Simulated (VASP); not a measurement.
# BaTiO3 (P1) in VASP: single point with PBE

Aim: the single point of BaTiO3 with PBE.

All numbers are computed with VASP 6.6.1; they aren't measurements. Logs are shortened: lines on timing, memory, paths and dates and some standing lists are left out, and cuts for length are marked.

## Step 1: The cell of the first run

The typed cell holds 5 atoms: a = 3.974 Å, b = 4.210 Å, c = 3.994 Å, α = 90.27°, β = 91.09°, γ = 88.62°.

## Step 2: Single point, PBE

INCAR

```
ALGO = Normal ; EDIFF = 1E-6
ENCUT = 1340 ; GGA = PE
GGA_COMPAT = False ; ISIF = 2
ISMEAR = 0 ; LASPH = True
LCHARG = False ; LREAL = False
LWAVE = False ; NBANDS = 28
NELM = 120 ; PREC = Accurate
SIGMA = 0.01
```

KPOINTS

```
k-points
0
Gamma
  4 4 4
```

POSCAR

```
BaTiO3
1.0
    3.9738700000      0.0491400000     -0.0376400000
    0.0491400000      4.2095200000     -0.0094600000
   -0.0378100000     -0.0095100000      3.9934200000
Ba Ti O
1 1 3
Direct
    0.0085000000      0.9970600000      0.0281600000
    0.5262100000      0.5032200000      0.4668900000
    0.4648300000      0.5315200000      0.0142500000
    0.4559600000      0.9838900000      0.4934600000
    0.0050800000      0.4811500000      0.5275000000
```

Potentials or basis: VASP PAW PBE potentials, release 64 (Ba_sv, Ti_sv, O_h).

Launch:

```sh
> cat potpaw_PBE.64/Ba_sv/POTCAR potpaw_PBE.64/Ti_sv/POTCAR potpaw_PBE.64/O_h/POTCAR > POTCAR
> mpirun -np 1 vasp_std > vasp.out
```

OUTCAR:

```text
EDIFF = 1E-6
   ENCUT = 1340
   GGA = PE
   ISIF = 2
   ISMEAR = 0
   LASPH = True
   LREAL = False
   NELM = 120
   PREC = Accurate

 ion  position               nearest neighbor table
   1  0.008  0.997  0.028-   4 2.55   3 2.64   4 2.80   5 2.84   5 2.86   4 2.91   3 2.93   5 2.95
                             3 2.95   5 2.96   4 3.04   3 3.08   2 3.34   2 3.36   2 3.38   2 3.45
   2  0.526  0.503  0.467-   3 1.82   5 1.91   4 2.04   5 2.09   3 2.21   4 2.21   1 3.34   1 3.36
                             1 3.38   1 3.45   1 3.60   1 3.61   1 3.67   1 3.77
   3  0.465  0.532  0.014-   2 1.82   2 2.21   1 2.64   1 2.93   1 2.95   1 3.08
   4  0.456  0.984  0.493-   2 2.04   2 2.21   1 2.55   1 2.80   1 2.91   1 3.04
   5  0.005  0.481  0.528-   2 1.91   2 2.09   1 2.84   1 2.86   1 2.95   1 2.96

  LATTYP: Found a triclinic cell.
 ALAT       =     5.8585845446
 B/A-ratio  =     0.6783809346
 C/A-ratio  =     0.9881171608
 COS(alpha) =     0.0044097203
 COS(beta)  =     0.5231982337
 COS(gamma) =     0.6956669043

  Lattice vectors:

 A1 = (  -4.0230100000,  -4.2586600000,   0.0471000000)
 A2 = (  -3.9738700000,  -0.0491400000,   0.0376400000)
 A3 = (  -0.0113300000,  -4.2000100000,  -3.9839600000)

Analysis of symmetry for initial positions (statically):
=====================================================================
 Subroutine PRICEL returns:
 Original cell was already a primitive cell.

 Routine SETGRP: Setting up the symmetry group for a
 triclinic supercell.

 Subroutine GETGRP returns: Found  1 space group operations
 (whereof  1 operations were pure point group operations)
 out of a pool of  2 trial point group operations.

The static configuration has the point symmetry C_1 .

Analysis of symmetry for dynamics (positions and initial velocities):
=====================================================================
 Subroutine PRICEL returns:
 Original cell was already a primitive cell.

 Routine SETGRP: Setting up the symmetry group for a
 triclinic supercell.

 Subroutine GETGRP returns: Found  1 space group operations
 (whereof  1 operations were pure point group operations)
 out of a pool of  2 trial point group operations.

The dynamic configuration has the point symmetry C_1 .

 Subroutine INISYM returns: Found  1 space group operations
 (whereof  1 operations are pure point group operations),
 and found     1 'primitive' translations

----------------------------------------------------------------------------------------

                                     Primitive cell

  volume of cell :      66.7863

  direct lattice vectors                    reciprocal lattice vectors
     3.973870000  0.049140000 -0.037640000     0.251702638 -0.002932921  0.002376155
     0.049140000  4.209520000 -0.009460000    -0.002932917  0.237592223  0.000538037
    -0.037810000 -0.009510000  3.993420000     0.002365477  0.000535187  0.250435599

  length of vectors
     3.974352059  4.209817438  3.993610313     0.251730940  0.237610934  0.250447342

  position of ions in fractional coordinates (direct lattice)
     0.008500000  0.997060000  0.028160000
     0.526210000  0.503220000  0.466890000
     0.464830000  0.531520000  0.014250000
     0.455960000  0.983890000  0.493460000
     0.005080000  0.481150000  0.527500000

  ion indices of the primitive-cell ions
   primitive index   ion index
                 1           1
                 2           2
                 3           3
                 4           4
                 5           5

----------------------------------------------------------------------------------------

 KPOINTS: k-points

Automatic generation of k-mesh.
 Grid dimensions read from file:
 generate k-points for:    4    4    4

 Generating k-lattice:

  Cartesian coordinates                     Fractional coordinates (reciprocal lattice)
     0.062925660 -0.000733230  0.000594039     0.250000000  0.000000000  0.000000000
    -0.000733229  0.059398056  0.000134509    -0.000000000  0.250000000  0.000000000
     0.000591369  0.000133797  0.062608900     0.000000000  0.000000000  0.250000000

  Length of vectors
     0.062932735  0.059402733  0.062611835

  Shift w.r.t. Gamma in fractional coordinates (k-lattice)
     0.000000000  0.000000000  0.000000000

 Subroutine IBZKPT returns following result:
 ===========================================

 Found     36 irreducible k-points:

 Following reciprocal coordinates:
            Coordinates               Weight
  0.000000  0.000000  0.000000      1.000000
  0.250000 -0.000000  0.000000      2.000000
  0.500000 -0.000000  0.000000      1.000000
 -0.000000  0.250000 -0.000000      2.000000
  0.250000  0.250000 -0.000000      2.000000
  0.500000  0.250000  0.000000      2.000000
[... 16 lines left out ...]
  0.000000 -0.250000  0.250000      2.000000
  0.250000 -0.250000  0.250000      2.000000
 [... further k-points ...]
   k-points           NKPTS =     36   k-points in BZ     NKDIM =     36   number of bands    NBANDS=     28
   number of dos      NEDOS =    301   number of ions     NIONS =      5
   total plane-waves  NPLWV = 115200
   dimension x,y,z NGX =    48 NGY =   50 NGZ =   48
   dimension x,y,z NGXF=    96 NGYF=  100 NGZF=   96
   ions per type =               1   1   3
   NGX,Y,Z   is equivalent  to a cutoff of  20.08, 19.75, 19.98 a.u.
   NGXF,Y,Z  is equivalent  to a cutoff of  40.16, 39.49, 39.96 a.u.
 SYSTEM =  unknown system
   PREC   = accura    normal or accurate (medium, high low for compatibility)
   ISTART =      0    job   : 0-new  1-cont  2-samecut
   ICHARG =      2    charge: 1-file 2-atom 10-const
   ISPIN  =      1    spin polarized calculation?
   LNONCOLLINEAR =      F non collinear calculations
   LSORBIT =      F    spin-orbit coupling
   LASPH  =      T    aspherical Exc in radial PAW
   ENCUT  = 1340.0 eV  98.49 Ry    9.92 a.u.  11.86 12.57 11.92*2*pi/ulx,y,z
   NELM   =    120;   NELMIN=  2; NELMDL= -5     # of ELM steps
   EDIFF  = 0.1E-05   stopping-criterion for ELM
   LREAL  =      F    real-space projection
   EDIFFG = 0.1E-04   stopping-criterion for IOM
   NSW    =      0    number of steps for IOM
   IBRION =     -1    ionic relax: 0-MD 1-quasi-New 2-CG
   NFREE  =      0    steps in history (QN), initial steepest desc. (CG)
   ISIF   =      2    stress and relaxation
   ISYM   =      2    0-nonsym 1-usesym 2-fastsym
   POTIM  = 0.5000    time-step for ionic-motion
   TEBEG  =    0.0;   TEEND  =   0.0 temperature during run
   PSTRESS=    0.0 pullay stress
   NELECT =      40.0000    total number of electrons
   NUPDOWN=      -1.0000    fix difference up-down
   EMIN   =  10.00;   EMAX   =-10.00  energy-range for DOS
   EFERMI =   0.00;   METHOD = LEGACY
   ISMEAR =     0;   SIGMA  =   0.01  broadening in eV -4-tet -1-fermi 0-gaus
   EFERMI_NEDOS =   21; number of points for ismear=-14 and -15
   IALGO  =     38    algorithm
   IMIX   =      4    mixing-type and parameters
     AMIX     =   0.40;   BMIX     =  1.00
     AMIX_MAG =   1.60;   BMIX_MAG =  1.00
  volume/ion in A,a.u.               =      13.36        90.14
  Fermi-wavevector in a.u.,A,eV,Ry     =   1.379957  2.607741 25.909334  1.904282
  Thomas-Fermi vector in A             =   2.504879
   LORBIT       =      0    0 simple, 1 ext, 2 COOP (PROOUT), +10 PAW based schemes
   GGA     = PE    functional components
   LHFCALC =     F    Hartree Fock is set to
   AEXX    =    0.0000 exact exchange contribution
   IVDW    =     0    specifies the selected vdW correction
   LEPSILON=     F    determine dielectric tensor
   LRPA    =     F    only Hartree local field effects (RPA)
 non-spin polarized calculation
 Gauss-broadening in eV      SIGMA  =   0.01
  energy-cutoff  :     1340.00
  volume of cell :       66.79
 maximum number of plane-waves:      7460
   NGX = 23   NGY = 25   NGZ = 23

 number of electron      39.9999999 magnetization

 Free energy of the ion-electron system (eV)
  ---------------------------------------------------
  ext. energy  EPLUGINS =         0.00000000
  ---------------------------------------------------
  free energy    TOTEN  =       -39.53628285 eV

  energy without entropy =      -39.53628285  energy(sigma->0) =      -39.53628285

 E-fermi :   4.1097     XC(G=0): -11.0272

 val. band max:        3.8882481324   @ k =   0.5000   0.5000   0.5000
 cond. band min:       5.9990981571   @ k =   0.0000   0.0000   0.0000
 fundamental gap:      2.1108500247
 Fermi energy:         4.1097499076

 k-point     1 :       0.0000    0.0000    0.0000
  band No.  band energies     occupation
      1     -52.6978      2.00000
      2     -28.9790      2.00000
      3     -28.9135      2.00000
      4     -28.8988      2.00000
      5     -21.0271      2.00000
      6     -13.0486      2.00000
[... 20 lines left out ...]
     27       9.1596      0.00000
     28      10.6374      0.00000

 k-point     2 :       0.2500   -0.0000    0.0000
  band No.  band energies     occupation
      1     -52.6972      2.00000
      2     -28.9782      2.00000
      3     -28.9317      2.00000
      4     -28.9064      2.00000
      5     -20.9701      2.00000
      6     -13.0523      2.00000
[... 20 lines left out ...]
     27      10.1269      0.00000
     28      11.9742      0.00000

 k-point     3 :       0.5000   -0.0000    0.0000
  band No.  band energies     occupation
      1     -52.6967      2.00000
      2     -28.9779      2.00000
      3     -28.9567      2.00000
      4     -28.9064      2.00000
      5     -20.9115      2.00000
      6     -13.1410      2.00000
[... 20 lines left out ...]
     27      11.3597      0.00000
     28      11.9338      0.00000

 k-point     4 :      -0.0000    0.2500   -0.0000
  band No.  band energies     occupation
      1     -52.6975      2.00000
      2     -28.9786      2.00000
      3     -28.9241      2.00000
      4     -28.9005      2.00000
      5     -20.9891      2.00000
      6     -13.1700      2.00000
[... 20 lines left out ...]
     27      10.0211      0.00000
     28      11.7097      0.00000

 k-point     5 :       0.2500    0.2500   -0.0000
  band No.  band energies     occupation
      1     -52.6970      2.00000
      2     -28.9777      2.00000
      3     -28.9321      2.00000
      4     -28.9176      2.00000
      5     -20.9414      2.00000
      6     -13.0411      2.00000
[... 20 lines left out ...]
     27      10.8957      0.00000
     28      12.0201      0.00000

 k-point     6 :       0.5000    0.2500    0.0000
  band No.  band energies     occupation
      1     -52.6964      2.00000
      2     -28.9774      2.00000
      3     -28.9558      2.00000
      4     -28.9183      2.00000
      5     -20.8893      2.00000
      6     -13.0061      2.00000
[... 463 lines left out ...]
      5     -20.8326      2.00000
      6     -12.6268      2.00000
[... 20 lines left out ...]
     27      11.8275      0.00000
     28      11.9835      0.00000

 k-point    22 :      -0.2500    0.5000    0.2500
  band No.  band energies     occupation
      1     -52.6963      2.00000
      2     -29.0015      2.00000
      3     -28.9362      2.00000
      4     -28.9230      2.00000
      5     -20.8724      2.00000
      6     -12.8493      2.00000
[... 20 lines left out ...]
     27      11.6055      0.00000
     28      12.1198      0.00000

 k-point    23 :       0.0000   -0.2500    0.2500
  band No.  band energies     occupation
      1     -52.6970      2.00000
      2     -29.0035      2.00000
      3     -28.9229      2.00000
      4     -28.8995      2.00000
      5     -20.9415      2.00000
      6     -12.9893      2.00000
[... 20 lines left out ...]
     27      11.0094      0.00000
     28      11.9743      0.00000

 k-point    24 :       0.2500   -0.2500    0.2500
  band No.  band energies     occupation
      1     -52.6965      2.00000
      2     -29.0024      2.00000
      3     -28.9317      2.00000
      4     -28.9159      2.00000
      5     -20.8961      2.00000
      6     -12.8327      2.00000
[... 20 lines left out ...]
     27      11.2350      0.00000
     28      11.6909      0.00000

 [... further k-points ...]
[... 5 lines left out ...]
  --------------------------------------------------------------------------------------
  -------------------------------------------------------------------------------------
  Total        1.0670162     -1.8340126      2.4279011     -0.9378257      0.5498169      0.6523382
  in kB       25.5972974    -43.9972384     58.2443910    -22.4980685     13.1898895     15.6493351
  external PRESSURE =      13.2814833 kB  Pullay stress =       0.0000000 kB

 VOLUME and BASIS-vectors are now :
 -----------------------------------------------------------------------------
  energy-cutoff  :     1340.00
  volume of cell :       66.79
      direct lattice vectors                 reciprocal lattice vectors
     3.973870000  0.049140000 -0.037640000     0.251702638 -0.002932921  0.002376155
     0.049140000  4.209520000 -0.009460000    -0.002932917  0.237592223  0.000538037
    -0.037810000 -0.009510000  3.993420000     0.002365477  0.000535187  0.250435599

 POSITION                                       TOTAL-FORCE (eV/Angst)
 -----------------------------------------------------------------------------------
      0.08171      4.19729      0.10270        -0.375945      0.149030     -1.071592
      2.09817      2.13973      1.83992        -0.531421      0.641489      0.902152
      1.87275      2.26015      0.03438         1.050328     -0.954564      0.244197
      1.84162      4.15942      1.94412         1.376405      0.088393      0.414008
      0.02389      2.02064      2.10179        -1.519367      0.075653     -0.488764
 -----------------------------------------------------------------------------------
    total drift:                                0.000791      0.000238      0.000016

  FREE ENERGIE OF THE ION-ELECTRON SYSTEM (eV)
  ---------------------------------------------------
  free  energy   TOTEN  =       -39.5362828467 eV

  energy  without entropy=      -39.5362828467  energy(sigma->0) =      -39.53628285
```

It took 5.2 min on 1 thread of Intel Xeon Platinum 8559C (Emerald Rapids), shared host; peak memory 0.51 GiB.

What came out:

```
Free energy            : -39.5363 eV
Pressure               : 1.3 GPa
Largest force          : 1.598 eV/Å
Band gap on the k mesh : 2.11 eV (least direct gap 2.44 eV)
```

Forces on the atoms (eV/Å):
```
Ba  -0.376  0.149 -1.072
Ti  -0.531  0.641  0.902
O    1.050 -0.955  0.244
O    1.376  0.088  0.414
O   -1.519  0.076 -0.489
```

Stress tensor (GPa, compression positive):
```
 2.56 -2.25  1.56
-2.25 -4.40  1.32
 1.56  1.32  5.82
```

Caveat: the stress differs along the axes, from -4 to 6 GPa; spin-orbit coupling is left out, which moves the levels of the heavy elements; forces of over 1 eV/Å act on the atoms, so gaps and moduli don't describe the material at rest.
